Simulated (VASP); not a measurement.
# CeO2 (Fm-3m) in VASP: further runs

Aim: see how the results for CeO2 move with the level of theory and the settings. Levels: PBE, r2SCAN. Tasks: single point.

Everything below comes from runs of VASP 6.6.1. Logs are shortened: lines on timing, memory, paths and dates and some standing lists are left out, and cuts for length are marked.

### 1 The cell of the first run

Symmetry: Fm-3m, No. 225, cubic system. The conventional cell has a = 5.437 Å, b = 5.437 Å, c = 5.437 Å, α = 90.00°, β = 90.00°, γ = 90.00°. Ce (site symmetry m-3m) has 8 O at 2.35 Å within 3.1 Å. O (site symmetry -43m) has 4 Ce at 2.35 Å and 6 O at 2.72 Å within 3.1 Å.

### 2 Single point, PBE

The input, INCAR:

```
PREC = Accurate
ENCUT = 520
EDIFF = 1E-6
ISMEAR = 0
SIGMA = 0.01
LREAL = F
LASPH = T
NELM = 80
ALGO = Normal
ISIF = 2
LWAVE = F
LCHARG = F
GGA = PE
NBANDS = 19
```

The input, KPOINTS:

```
regular mesh
0
Gamma
  8 8 8
```

The input, POSCAR:

```
CeO2
1.0
    0.0000000000      2.7186496192      2.7186496192
    2.7186496192      0.0000000000      2.7186496192
    2.7186496192      2.7186496192      0.0000000000
Ce O
1 2
Direct
    0.0000000000      0.0000000000      0.0000000000
    0.2500000000      0.2500000000      0.2500000000
    0.7500000000      0.7500000000      0.7500000000
```

Potentials or basis: VASP PAW PBE potentials, release 64 (Ce, O).

Run with:

```console
> cat potpaw_PBE.64/Ce/POTCAR potpaw_PBE.64/O/POTCAR > POTCAR
> mpirun -np 1 vasp_std > vasp.out
```

OUTCAR:

```text
PREC = Accurate
   ENCUT = 520
   EDIFF = 1E-6
   ISMEAR = 0
   LREAL = F
   LASPH = T
   NELM = 80
   ISIF = 2
   GGA = PE

 ion  position               nearest neighbor table
   1  0.000  0.000  0.000-   3 2.35   3 2.35   3 2.35   2 2.35   2 2.35   2 2.35   3 2.35   2 2.35

   2  0.250  0.250  0.250-   1 2.35   1 2.35   1 2.35   1 2.35
   3  0.750  0.750  0.750-   1 2.35   1 2.35   1 2.35   1 2.35

  LATTYP: Found a face centered cubic cell.
 ALAT       =     5.4372992384

  Lattice vectors:

 A1 = (   0.0000000000,   2.7186496192,   2.7186496192)
 A2 = (   2.7186496192,   0.0000000000,   2.7186496192)
 A3 = (   2.7186496192,   2.7186496192,   0.0000000000)

Analysis of symmetry for initial positions (statically):
=====================================================================
 Subroutine PRICEL returns:
 Original cell was already a primitive cell.

 Routine SETGRP: Setting up the symmetry group for a
 face centered cubic supercell.

 Subroutine GETGRP returns: Found 48 space group operations
 (whereof 48 operations were pure point group operations)
 out of a pool of 48 trial point group operations.

The static configuration has the point symmetry O_h .

Analysis of symmetry for dynamics (positions and initial velocities):
=====================================================================
 Subroutine PRICEL returns:
 Original cell was already a primitive cell.

 Routine SETGRP: Setting up the symmetry group for a
 face centered cubic supercell.

 Subroutine GETGRP returns: Found 48 space group operations
 (whereof 48 operations were pure point group operations)
 out of a pool of 48 trial point group operations.

The dynamic configuration has the point symmetry O_h .

 Subroutine INISYM returns: Found 48 space group operations
 (whereof 48 operations are pure point group operations),
 and found     1 'primitive' translations

----------------------------------------------------------------------------------------

                                     Primitive cell

  volume of cell :      40.1874

  direct lattice vectors                    reciprocal lattice vectors
     0.000000000  2.718649619  2.718649619    -0.183914836  0.183914836  0.183914836
     2.718649619  0.000000000  2.718649619     0.183914836 -0.183914836  0.183914836
     2.718649619  2.718649619  0.000000000     0.183914836  0.183914836 -0.183914836

  length of vectors
     3.844751163  3.844751163  3.844751163     0.318549841  0.318549841  0.318549841

  position of ions in fractional coordinates (direct lattice)
     0.000000000  0.000000000  0.000000000
     0.250000000  0.250000000  0.250000000
     0.750000000  0.750000000  0.750000000

  ion indices of the primitive-cell ions
   primitive index   ion index
                 1           1
                 2           2
                 3           3

----------------------------------------------------------------------------------------

 KPOINTS: regular mesh

Automatic generation of k-mesh.
 Grid dimensions read from file:
 generate k-points for:    8    8    8

 Generating k-lattice:

  Cartesian coordinates                     Fractional coordinates (reciprocal lattice)
    -0.022989355  0.022989355  0.022989355     0.125000000  0.000000000  0.000000000
     0.022989355 -0.022989355  0.022989355     0.000000000  0.125000000  0.000000000
     0.022989355  0.022989355 -0.022989355     0.000000000  0.000000000  0.125000000

  Length of vectors
     0.039818730  0.039818730  0.039818730

  Shift w.r.t. Gamma in fractional coordinates (k-lattice)
     0.000000000  0.000000000  0.000000000

 Subroutine IBZKPT returns following result:
 ===========================================

 Found     29 irreducible k-points:

 Following reciprocal coordinates:
            Coordinates               Weight
  0.000000  0.000000  0.000000      1.000000
  0.125000  0.000000  0.000000      8.000000
  0.250000  0.000000  0.000000      8.000000
  0.375000  0.000000  0.000000      8.000000
  0.500000  0.000000  0.000000      4.000000
  0.125000  0.125000  0.000000      6.000000
[... 16 lines left out ...]
  0.500000  0.250000  0.125000     48.000000
 -0.375000  0.250000  0.125000     24.000000
 [... further k-points ...]
   k-points           NKPTS =     29   k-points in BZ     NKDIM =     29   number of bands    NBANDS=     19
   number of dos      NEDOS =    301   number of ions     NIONS =      3
   total plane-waves  NPLWV =  27000
   dimension x,y,z NGX =    30 NGY =   30 NGZ =   30
   dimension x,y,z NGXF=    60 NGYF=   60 NGZF=   60
   ions per type =               1   2
   NGX,Y,Z   is equivalent  to a cutoff of  12.97, 12.97, 12.97 a.u.
   NGXF,Y,Z  is equivalent  to a cutoff of  25.94, 25.94, 25.94 a.u.
 SYSTEM =  unknown system
   PREC   = accura    normal or accurate (medium, high low for compatibility)
   ISTART =      0    job   : 0-new  1-cont  2-samecut
   ICHARG =      2    charge: 1-file 2-atom 10-const
   ISPIN  =      1    spin polarized calculation?
   LNONCOLLINEAR =      F non collinear calculations
   LSORBIT =      F    spin-orbit coupling
   LASPH  =      T    aspherical Exc in radial PAW
   ENCUT  =  520.0 eV  38.22 Ry    6.18 a.u.   7.15  7.15  7.15*2*pi/ulx,y,z
   NELM   =     80;   NELMIN=  2; NELMDL= -5     # of ELM steps
   EDIFF  = 0.1E-05   stopping-criterion for ELM
   LREAL  =      F    real-space projection
   EDIFFG = 0.1E-04   stopping-criterion for IOM
   NSW    =      0    number of steps for IOM
   IBRION =     -1    ionic relax: 0-MD 1-quasi-New 2-CG
   NFREE  =      0    steps in history (QN), initial steepest desc. (CG)
   ISIF   =      2    stress and relaxation
   ISYM   =      2    0-nonsym 1-usesym 2-fastsym
   POTIM  = 0.5000    time-step for ionic-motion
   TEBEG  =    0.0;   TEEND  =   0.0 temperature during run
   PSTRESS=    0.0 pullay stress
   NELECT =      24.0000    total number of electrons
   NUPDOWN=      -1.0000    fix difference up-down
   EMIN   =  10.00;   EMAX   =-10.00  energy-range for DOS
   EFERMI =   0.00;   METHOD = LEGACY
   ISMEAR =     0;   SIGMA  =   0.01  broadening in eV -4-tet -1-fermi 0-gaus
   EFERMI_NEDOS =   21; number of points for ismear=-14 and -15
   IALGO  =     38    algorithm
   IMIX   =      4    mixing-type and parameters
     AMIX     =   0.40;   BMIX     =  1.00
     AMIX_MAG =   1.60;   BMIX_MAG =  1.00
  volume/ion in A,a.u.               =      13.40        90.40
  Fermi-wavevector in a.u.,A,eV,Ry     =   1.378633  2.605239 25.859627  1.900629
  Thomas-Fermi vector in A             =   2.503677
   LORBIT       =      0    0 simple, 1 ext, 2 COOP (PROOUT), +10 PAW based schemes
   GGA     = PE    functional components
   LHFCALC =     F    Hartree Fock is set to
   AEXX    =    0.0000 exact exchange contribution
   IVDW    =     0    specifies the selected vdW correction
   LEPSILON=     F    determine dielectric tensor
   LRPA    =     F    only Hartree local field effects (RPA)
 non-spin polarized calculation
 Gauss-broadening in eV      SIGMA  =   0.01
  energy-cutoff  :      520.00
  volume of cell :       40.19
 maximum number of plane-waves:      1106
 NGX is ok and might be reduce to    30
   NGX = 15   NGY = 15   NGZ = 15

 number of electron      23.9999991 magnetization

 Free energy of the ion-electron system (eV)
  ---------------------------------------------------
  ext. energy  EPLUGINS =         0.00000000
  ---------------------------------------------------
  free energy    TOTEN  =       -26.22428125 eV

  energy without entropy =      -26.22428125  energy(sigma->0) =      -26.22428125

 E-fermi :   5.3304     XC(G=0): -11.2472

 val. band max:        5.1941838374   @ k =  -0.2500   0.2500   0.0000
 cond. band min:       7.1032570861   @ k =   0.5000   0.0000   0.0000
 fundamental gap:      1.9090732487
 Fermi energy:         5.3304457000

 k-point     1 :       0.0000    0.0000    0.0000
  band No.  band energies     occupation
      1     -27.2516      2.00000
      2     -11.1068      2.00000
      3     -10.1591      2.00000
      4      -9.4138      2.00000
      5      -9.4138      2.00000
      6      -9.4138      2.00000
[... 11 lines left out ...]
     18       8.0662      0.00000
     19       8.0662      0.00000

 k-point     2 :       0.1250    0.0000    0.0000
  band No.  band energies     occupation
      1     -27.2236      2.00000
      2     -11.6211      2.00000
      3     -10.2796      2.00000
      4      -9.4493      2.00000
      5      -9.4493      2.00000
      6      -8.8737      2.00000
[... 11 lines left out ...]
     18       7.9774      0.00000
     19       7.9774      0.00000

 k-point     3 :       0.2500    0.0000    0.0000
  band No.  band energies     occupation
      1     -27.1547      2.00000
      2     -12.3997      2.00000
      3     -10.5796      2.00000
      4      -9.5325      2.00000
      5      -9.5325      2.00000
      6      -7.9854      2.00000
[... 11 lines left out ...]
     18       7.8768      0.00000
     19       7.8768      0.00000

 k-point     4 :       0.3750    0.0000    0.0000
  band No.  band energies     occupation
      1     -27.0837      2.00000
      2     -12.9718      2.00000
      3     -10.8483      2.00000
      4      -9.6128      2.00000
      5      -9.6128      2.00000
      6      -7.2859      2.00000
[... 407 lines left out ...]
     18       7.7208      0.00000
     19       7.8678      0.00000

 k-point    23 :       0.5000    0.2500    0.1250
  band No.  band energies     occupation
      1     -27.0448      2.00000
      2     -12.9069      2.00000
      3     -11.8221      2.00000
      4      -9.7476      2.00000
      5      -8.5974      2.00000
      6      -7.4632      2.00000
[... 11 lines left out ...]
     18       7.7087      0.00000
     19       8.0134      0.00000

 k-point    24 :      -0.3750    0.2500    0.1250
  band No.  band energies     occupation
      1     -27.0207      2.00000
      2     -12.9645      2.00000
      3     -12.0733      2.00000
      4      -9.7883      2.00000
      5      -8.4184      2.00000
      6      -7.3867      2.00000
[... 11 lines left out ...]
     18       7.7030      0.00000
     19       8.1047      0.00000

 [... further k-points ...]

------------------------ aborting loop because EDIFF is reached ----------------------------------------

  FORCE on cell =-STRESS in cart. coord.  units (eV):
  Direction    XX          YY          ZZ          XY          YZ          ZX
  --------------------------------------------------------------------------------------
  -------------------------------------------------------------------------------------
  Total        0.6552198      0.6552198      0.6552198      0.0000000      0.0000000     -0.0000000
  in kB       26.1220863     26.1220863     26.1220863      0.0000000      0.0000000     -0.0000000
  external PRESSURE =      26.1220863 kB  Pullay stress =       0.0000000 kB

 VOLUME and BASIS-vectors are now :
 -----------------------------------------------------------------------------
  energy-cutoff  :      520.00
  volume of cell :       40.19
      direct lattice vectors                 reciprocal lattice vectors
     0.000000000  2.718649619  2.718649619    -0.183914836  0.183914836  0.183914836
     2.718649619  0.000000000  2.718649619     0.183914836 -0.183914836  0.183914836
     2.718649619  2.718649619  0.000000000     0.183914836  0.183914836 -0.183914836

 POSITION                                       TOTAL-FORCE (eV/Angst)
 -----------------------------------------------------------------------------------
      0.00000      0.00000      0.00000         0.000000      0.000000      0.000000
      1.35932      1.35932      1.35932         0.000000     -0.000000     -0.000000
      4.07797      4.07797      4.07797        -0.000000      0.000000      0.000000
 -----------------------------------------------------------------------------------
    total drift:                                0.000000     -0.000000      0.000000

  FREE ENERGIE OF THE ION-ELECTRON SYSTEM (eV)
  ---------------------------------------------------
  free  energy   TOTEN  =       -26.2242812521 eV

  energy  without entropy=      -26.2242812521  energy(sigma->0) =      -26.22428125
```

Run time: 56 s. Hardware: 1 thread of Intel Xeon 8259CL, shared host; peak memory 0.19 GiB.

What came out:

```
Free energy            : -26.2243 eV
Pressure               : 2.6 GPa
Band gap on the k mesh : 1.91 eV (least direct gap 2.01 eV)
```

Caveat: spin-orbit coupling is left out, which moves the levels of the heavy elements.

### 3 Single point, r2SCAN

POSCAR is that of step 2.

The input, INCAR.step1:

```
SYSTEM = CeO2
PREC = Accurate
ENCUT = 520
ISMEAR = 0
SIGMA = 0.01
LREAL = .False.
LASPH = .True.
NELM = 80
NBANDS = 19
GGA = PE
ALGO = Normal
EDIFF = 1E-4
LWAVE = .True.
LCHARG = .False.
```

The input, INCAR.step2:

```
SYSTEM = CeO2
PREC = Accurate
ENCUT = 520
EDIFF = 1E-7
ISMEAR = 0
SIGMA = 0.01
LREAL = .False.
LASPH = .True.
NELM = 80
ALGO = Normal
ISIF = 2
LWAVE = .False.
LCHARG = .False.
METAGGA = R2SCAN
LMIXTAU = .True.
NBANDS = 19
ISTART = 1
```

The input, KPOINTS:

```
regular mesh
0
Gamma
  8 8 8
  0 0 0
```

Potentials or basis: VASP PAW PBE potentials, release 64 (Ce, O).

Run with:

```console
> cat potpaw_PBE.64/Ce/POTCAR potpaw_PBE.64/O/POTCAR > POTCAR
> cp INCAR.step1 INCAR
> mpirun -np 1 vasp_std > vasp.out
> cp INCAR.step2 INCAR
> mpirun -np 1 vasp_std > vasp.out
```

Wall time 3.2 min (1 thread of Intel Xeon 8259CL, shared host); peak memory 0.19 GiB.

It converged, with:

```yaml
Free_energy: -54.0324 eV
Pressure: -0.2 GPa
Band_gap_on_the_k_mesh: 2.16 eV (least direct gap 2.29 eV)
```

Levels at points of the mesh, in eV from the valence-band top:
```csv
k point,band 9,band 10,band 11,band 12,band 13,band 14,band 15,band 16
"(0.00, 0.00, 0.00)",-3.87,-0.60,-0.60,-0.60,2.57,2.57,2.57,2.72
"(0.50, 0.00, 0.00)",-1.31,-1.20,-0.79,-0.79,2.16,2.39,2.39,2.58
"(0.50, 0.50, 0.00)",-1.22,-0.80,-0.80,-0.61,2.30,2.31,2.31,2.46
```

Caveat: the PAW data sets were made with another functional, which shifts forces and pressure a little; spin-orbit coupling is left out, which moves the levels of the heavy elements. A k mesh can miss the band edges.
